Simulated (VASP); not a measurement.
A run of VASP 6.6.1 is set up as follows.

The input POSCAR:

```
AlN
1.0
    0.0000000000      1.9984744645      1.9984744645
    1.9984744645      0.0000000000      1.9984744645
    1.9984744645      1.9984744645      0.0000000000
Al N
1 1
Direct
    0.0000000000      0.0000000000      0.0000000000
    0.5000000000      0.5000000000      0.5000000000
```

The input INCAR.step1:

```
PREC = Accurate
ENCUT = 520
ISMEAR = 0
SIGMA = 0.01
LREAL = False
LASPH = True
NELM = 60
NBANDS = 11
GGA = PE
ALGO = Normal
EDIFF = 1E-4
LWAVE = True
LCHARG = False
```

File INCAR.step2:

```
PREC = Accurate
ENCUT = 520
EDIFF = 1E-6
ISMEAR = 0
SIGMA = 0.01
LREAL = False
LASPH = True
NELM = 60
ALGO = Normal
ISIF = 2
LWAVE = False
LCHARG = False
METAGGA = R2SCAN
LMIXTAU = True
NBANDS = 11
ISTART = 1
```

File KPOINTS:

```
Automatic mesh
0
Gamma
  10 10 10
```

Potentials or basis: VASP PAW PBE potentials, release 64 (Al, N).

Run with:

```sh
$ cat potpaw_PBE.64/Al/POTCAR potpaw_PBE.64/N/POTCAR > POTCAR
$ cp INCAR.step1 INCAR
$ mpirun -np 1 vasp_std > vasp.out
$ cp INCAR.step2 INCAR
$ mpirun -np 1 vasp_std > vasp.out
```

(1) What does it give for the pressure?

(2) Estimate the band gap on the k mesh.

Results:

(1) 8.1 GPa.

(2) 5.84 eV, indirect (least direct gap 7.05 eV).

Caveat: the PAW data sets were made with another functional, which shifts forces and pressure a little.
